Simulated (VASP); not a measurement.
# SiO2 (I-42d) in VASP: single point with HSE06

Aim: the single point of SiO2 with HSE06.

Everything below comes from runs of VASP 6.6.1. Logs are shortened: lines on timing, memory, paths and dates and some standing lists are left out, and cuts for length are marked.

**1. The cell of the first run**

It takes space group I-42d (No. 122, tetragonal). The conventional cell has a = 4.946 Å, b = 4.946 Å, c = 7.314 Å, α = 90.00°, β = 90.00°, γ = 90.00°. Within 2.1 Å of Si (site symmetry -4) lie 4 O at 1.61 Å. O (site symmetry 2) has 2 Si at 1.61 Å within 2.1 Å.

**2. Single point, HSE06**

Input file POSCAR:

```
SiO2
1.0
   -2.4731478958      2.4731478958      3.6568456644
    2.4731478958     -2.4731478958      3.6568456644
    2.4731478958      2.4731478958     -3.6568456644
Si O
2 4
Direct
    0.0000000000      0.0000000000      0.0000000000
    0.7500000000      0.2500000000      0.5000000000
    0.3750000000      0.2231326432      0.3481326432
    0.9731326432      0.6250000000      0.8481326432
    0.7768673568      0.1250000000      0.1518673568
    0.8750000000      0.0268673568      0.6518673568
```

Input file INCAR.step1:

```
SYSTEM = SiO2
PREC = Accurate
ENCUT = 520
EDIFF = 1E-5
ISMEAR = 0
SIGMA = 0.01
LREAL = .FALSE.
LASPH = .TRUE.
NELM = 60
ALGO = Normal
ISIF = 2
LWAVE = .TRUE.
NBANDS = 25
GGA = PE
```

Input file INCAR.step2:

```
SYSTEM = SiO2
PREC = Accurate
ENCUT = 520
EDIFF = 1E-6
ISMEAR = 0
SIGMA = 0.01
LREAL = .FALSE.
LASPH = .TRUE.
NELM = 60
ALGO = Normal
ISIF = 2
LWAVE = .FALSE.
LCHARG = .TRUE.
GGA = PE
LHFCALC = .TRUE.
HFSCREEN = 0.2079
PRECFOCK = Fast
LELF = .TRUE.
LVHAR = .TRUE.
NBANDS = 25
ISTART = 1
```

Input file KPOINTS:

```
Automatic mesh
0
G
  4 4 4
  0 0 0
```

Potentials or basis: VASP PAW PBE potentials, release 64 (Si, O).

On the command line:

```sh
cat potpaw_PBE.64/Si/POTCAR potpaw_PBE.64/O/POTCAR > POTCAR
cp INCAR.step1 INCAR
mpirun -np 1 vasp_std > vasp.out
cp INCAR.step2 INCAR
mpirun -np 1 vasp_std > vasp.out
```

OUTCAR:

```text
SYSTEM = SiO2
   PREC = Accurate
   ENCUT = 520
   EDIFF = 1E-6
   ISMEAR = 0
   LREAL = .FALSE.
   LASPH = .TRUE.
   NELM = 60
   ISIF = 2
   GGA = PE
   LHFCALC = .TRUE.
   HFSCREEN = 0.2079
   PRECFOCK = Fast
   ISTART = 1

 ion  position               nearest neighbor table
   1  0.000  0.000  0.000-   3 1.61   4 1.61   5 1.61   6 1.61   2 3.08   2 3.08   2 3.08   2 3.08

   2  0.750  0.250  0.500-   3 1.61   4 1.61   5 1.61   6 1.61   1 3.08   1 3.08   1 3.08   1 3.08

   3  0.375  0.223  0.348-   1 1.61   2 1.61
   4  0.973  0.625  0.848-   1 1.61   2 1.61
   5  0.777  0.125  0.152-   1 1.61   2 1.61
   6  0.875  0.027  0.652-   1 1.61   2 1.61

  LATTYP: Found a body centered tetragonal cell.
 ALAT       =     4.9462957916
 C/A-ratio  =     1.4786198879

  Lattice vectors:

 A1 = (  -2.4731478958,   2.4731478958,   3.6568456644)
 A2 = (   2.4731478958,  -2.4731478958,   3.6568456644)
 A3 = (   2.4731478958,   2.4731478958,  -3.6568456644)

Analysis of symmetry for initial positions (statically):
=====================================================================
 Subroutine PRICEL returns:
 Original cell was already a primitive cell.

 Routine SETGRP: Setting up the symmetry group for a
 body centered tetragonal supercell.

 Subroutine GETGRP returns: Found  8 space group operations
 (whereof  4 operations were pure point group operations)
 out of a pool of 16 trial point group operations.

The static configuration has the point symmetry S_4 .
 The point group associated with its full space group is D_2d.

Analysis of symmetry for dynamics (positions and initial velocities):
=====================================================================
 Subroutine PRICEL returns:
 Original cell was already a primitive cell.

 Routine SETGRP: Setting up the symmetry group for a
 body centered tetragonal supercell.

 Subroutine GETGRP returns: Found  8 space group operations
 (whereof  4 operations were pure point group operations)
 out of a pool of 16 trial point group operations.

The dynamic configuration has the point symmetry S_4 .
 The point group associated with its full space group is D_2d.

 Subroutine INISYM returns: Found  8 space group operations
 (whereof  4 operations are pure point group operations),
 and found     1 'primitive' translations

----------------------------------------------------------------------------------------

                                     Primitive cell

  volume of cell :      89.4678

  direct lattice vectors                    reciprocal lattice vectors
    -2.473147896  2.473147896  3.656845664     0.000000000  0.202171492  0.136729861
     2.473147896 -2.473147896  3.656845664     0.202171492  0.000000000  0.136729861
     2.473147896  2.473147896 -3.656845664     0.202171492  0.202171492  0.000000000

  length of vectors
     5.060181938  5.060181938  5.060181938     0.244066317  0.244066317  0.285913666

  position of ions in fractional coordinates (direct lattice)
     0.000000000  0.000000000  0.000000000
     0.750000000  0.250000000  0.500000000
     0.375000000  0.223132643  0.348132643
     0.973132643  0.625000000  0.848132643
     0.776867357  0.125000000  0.151867357
     0.875000000  0.026867357  0.651867357

  ion indices of the primitive-cell ions
   primitive index   ion index
                 1           1
                 2           2
                 3           3
                 4           4
                 5           5
                 6           6

----------------------------------------------------------------------------------------

 KPOINTS: Automatic mesh

Automatic generation of k-mesh.
 Grid dimensions read from file:
 generate k-points for:    4    4    4

 Generating k-lattice:

  Cartesian coordinates                     Fractional coordinates (reciprocal lattice)
     0.000000000  0.050542873  0.034182465     0.250000000 -0.000000000  0.000000000
     0.050542873  0.000000000  0.034182465    -0.000000000  0.250000000  0.000000000
     0.050542873  0.050542873  0.000000000     0.000000000  0.000000000  0.250000000

  Length of vectors
     0.061016579  0.061016579  0.071478416

  Shift w.r.t. Gamma in fractional coordinates (k-lattice)
     0.000000000  0.000000000  0.000000000

 Subroutine IBZKPT returns following result:
 ===========================================

 Found     13 irreducible k-points:

 Following reciprocal coordinates:
            Coordinates               Weight
  0.000000  0.000000  0.000000      1.000000
  0.250000 -0.000000  0.000000      8.000000
  0.500000 -0.000000  0.000000      4.000000
  0.250000  0.250000  0.000000      8.000000
  0.500000  0.250000 -0.000000     16.000000
 -0.250000  0.250000  0.000000      4.000000
  0.500000  0.500000  0.000000      2.000000
  0.250000  0.250000  0.250000      2.000000
 -0.250000  0.250000  0.250000      4.000000
  0.500000  0.500000  0.250000      4.000000
 -0.250000  0.500000  0.250000      8.000000
 -0.250000 -0.250000  0.250000      2.000000
  0.500000  0.500000  0.500000      1.000000
   k-points           NKPTS =     13   k-points in BZ     NKDIM =     64   number of bands    NBANDS=     25
   number of dos      NEDOS =    301   number of ions     NIONS =      6
   total plane-waves  NPLWV =  64000
   dimension x,y,z NGX =    40 NGY =   40 NGZ =   40
   dimension x,y,z NGXF=    80 NGYF=   80 NGZF=   80
   ions per type =               2   4
   NGX,Y,Z   is equivalent  to a cutoff of  13.14, 13.14, 13.14 a.u.
   NGXF,Y,Z  is equivalent  to a cutoff of  26.28, 26.28, 26.28 a.u.
 SYSTEM =  SiO2
   PREC   = accura    normal or accurate (medium, high low for compatibility)
   ISTART =      1    job   : 0-new  1-cont  2-samecut
   ICHARG =      0    charge: 1-file 2-atom 10-const
   ISPIN  =      1    spin polarized calculation?
   LNONCOLLINEAR =      F non collinear calculations
   LSORBIT =      F    spin-orbit coupling
   LASPH  =      T    aspherical Exc in radial PAW
   ENCUT  =  520.0 eV  38.22 Ry    6.18 a.u.   9.41  9.41  9.41*2*pi/ulx,y,z
   NELM   =     60;   NELMIN=  2; NELMDL=  0     # of ELM steps
   EDIFF  = 0.1E-05   stopping-criterion for ELM
   LREAL  =      F    real-space projection
   EDIFFG = 0.1E-04   stopping-criterion for IOM
   NSW    =      0    number of steps for IOM
   IBRION =     -1    ionic relax: 0-MD 1-quasi-New 2-CG
   NFREE  =      0    steps in history (QN), initial steepest desc. (CG)
   ISIF   =      2    stress and relaxation
   ISYM   =      3    0-nonsym 1-usesym 2-fastsym
   POTIM  = 0.5000    time-step for ionic-motion
   TEBEG  =    0.0;   TEEND  =   0.0 temperature during run
   PSTRESS=    0.0 pullay stress
   NELECT =      32.0000    total number of electrons
   NUPDOWN=      -1.0000    fix difference up-down
   EMIN   =  10.00;   EMAX   =-10.00  energy-range for DOS
   EFERMI =   0.00;   METHOD = LEGACY
   ISMEAR =     0;   SIGMA  =   0.01  broadening in eV -4-tet -1-fermi 0-gaus
   EFERMI_NEDOS =   21; number of points for ismear=-14 and -15
   IALGO  =     38    algorithm
   IMIX   =      1    mixing-type and parameters
     AMIX     =   0.40;   BMIX     =  1.00
     AMIX_MAG =   1.60;   BMIX_MAG =  1.00
  volume/ion in A,a.u.               =      14.91       100.63
  Fermi-wavevector in a.u.,A,eV,Ry     =   1.162080  2.196012 18.373703  1.350429
  Thomas-Fermi vector in A             =   2.298645
   LORBIT       =      0    0 simple, 1 ext, 2 COOP (PROOUT), +10 PAW based schemes
   GGA     = PE    functional components
   LHFCALC =     T    Hartree Fock is set to
   PRECFOCK=fast      Normal, Fast or Accurate (Low or Medium for compatibility)
   ENCUT4O =  -1.0   cutoff for four orbital integrals eV
   NKREDX  =     1    reduce k-point grid by
   NKREDY  =     1    reduce k-point grid by
   NKREDZ  =     1    reduce k-point grid by
   AEXX    =    0.2500 exact exchange contribution
   HFSCREEN=    0.2079 screening length (either q_TF or 0.3 A-1)
   HFSCREENC=   0.2079 screening length for correlation (either q_TF or 0.3 A-1)
   ENCUTFOCK=  -1.0 apply spherical cutoff to Coloumb kernel
   IVDW    =     0    specifies the selected vdW correction
   LEPSILON=     F    determine dielectric tensor
   LRPA    =     F    only Hartree local field effects (RPA)
 non-spin polarized calculation
 Gauss-broadening in eV      SIGMA  =   0.01
  energy-cutoff  :      520.00
  volume of cell :       89.47
 maximum number of plane-waves:      2429
 NGX is ok and might be reduce to    40
  NGX = 24; NGY = 24; NGZ = 24

 number of electron      32.0000004 magnetization

 Free energy of the ion-electron system (eV)
  ---------------------------------------------------
  ext. energy  EPLUGINS =         0.00000000
  ---------------------------------------------------
  free energy    TOTEN  =       -58.35804961 eV

  energy without entropy =      -58.35804961  energy(sigma->0) =      -58.35804961

 E-fermi :  -1.6189     XC(G=0):  -6.7869

 val. band max:       -1.7545046776   @ k =   0.0000   0.0000   0.0000
 cond. band min:       5.9632051698   @ k =   0.0000   0.0000   0.0000
 fundamental gap:      7.7177098474
 Fermi energy:        -1.6189493637

 k-point     1 :       0.0000    0.0000    0.0000
  band No.  band energies     occupation
      1     -22.5243      2.00000
      2     -20.3406      2.00000
      3     -20.3406      2.00000
      4     -20.2772      2.00000
      5     -11.4178      2.00000
      6      -7.5174      2.00000
[... 17 lines left out ...]
     24      13.1744      0.00000
     25      13.8175      0.00000

 k-point     2 :       0.2500   -0.0000    0.0000
  band No.  band energies     occupation
      1     -22.3356      2.00000
      2     -20.6278      2.00000
      3     -20.3502      2.00000
      4     -20.3067      2.00000
      5     -10.9473      2.00000
      6      -7.6883      2.00000
[... 17 lines left out ...]
     24      13.5023      0.00000
     25      13.6842      0.00000
[... 278 lines left out ...]
     24      12.8612      0.00000
     25      14.0370      0.00000

 k-point    13 :       0.5000    0.5000    0.5000
  band No.  band energies     occupation
      1     -21.5513      2.00000
      2     -21.5513      2.00000
      3     -20.3757      2.00000
      4     -20.3757      2.00000
      5      -9.1319      2.00000
      6      -9.1319      2.00000
[... 17 lines left out ...]
     24      13.2380      0.00000
     25      14.1066      0.00000

------------------------ aborting loop because EDIFF is reached ----------------------------------------

  FORCE on cell =-STRESS in cart. coord.  units (eV):
  Direction    XX          YY          ZZ          XY          YZ          ZX
  --------------------------------------------------------------------------------------
  -------------------------------------------------------------------------------------
  Total       -0.0626596     -0.0626596     -0.0185088      0.0000000     -0.0000000      0.0000000
  in kB       -1.1220995     -1.1220995     -0.3314535      0.0000000     -0.0000000      0.0000000
  external PRESSURE =      -0.8585508 kB  Pullay stress =       0.0000000 kB

 VOLUME and BASIS-vectors are now :
 -----------------------------------------------------------------------------
  energy-cutoff  :      520.00
  volume of cell :       89.47
      direct lattice vectors                 reciprocal lattice vectors
    -2.473147896  2.473147896  3.656845664     0.000000000  0.202171492  0.136729861
     2.473147896 -2.473147896  3.656845664     0.202171492  0.000000000  0.136729861
     2.473147896  2.473147896 -3.656845664     0.202171492  0.202171492  0.000000000

 POSITION                                       TOTAL-FORCE (eV/Angst)
 -----------------------------------------------------------------------------------
      0.00000      0.00000      0.00000        -0.000000      0.000000      0.000000
      0.00000      2.47315      1.82842        -0.000000      0.000000      0.000000
      0.48539      1.23657      0.91421        -0.079344      0.000000      0.000000
      1.23657      2.95854      2.74263        -0.000000     -0.079344      0.000000
     -1.23657      1.98775      2.74263        -0.000000      0.079344      0.000000
     -0.48539      3.70972      0.91421         0.079344     -0.000000      0.000000
 -----------------------------------------------------------------------------------
    total drift:                               -0.000006      0.000009     -0.000004

  FREE ENERGIE OF THE ION-ELECTRON SYSTEM (eV)
  ---------------------------------------------------
  free  energy   TOTEN  =       -58.3580496089 eV

  energy  without entropy=      -58.3580496089  energy(sigma->0) =      -58.35804961
```

It took 36 min on 1 thread of Oxide Virtual Turin-like, shared host; peak memory 0.32 GiB.

Results:

| Item | Value |
| --- | --- |
| Free energy | -58.3580 eV |
| Pressure | -0.1 GPa |
| Largest force | 0.079 eV/Å |
| Band gap on the k mesh | 7.72 eV |

Forces on the atoms (eV/Å):
```
Si   0.000  0.000  0.000
Si   0.000  0.000  0.000
O   -0.079  0.000  0.000
O    0.000 -0.079  0.000
O    0.000  0.079  0.000
O    0.079  0.000  0.000
```

Caveat: the PAW data sets were made with another functional, which shifts forces and pressure a little.
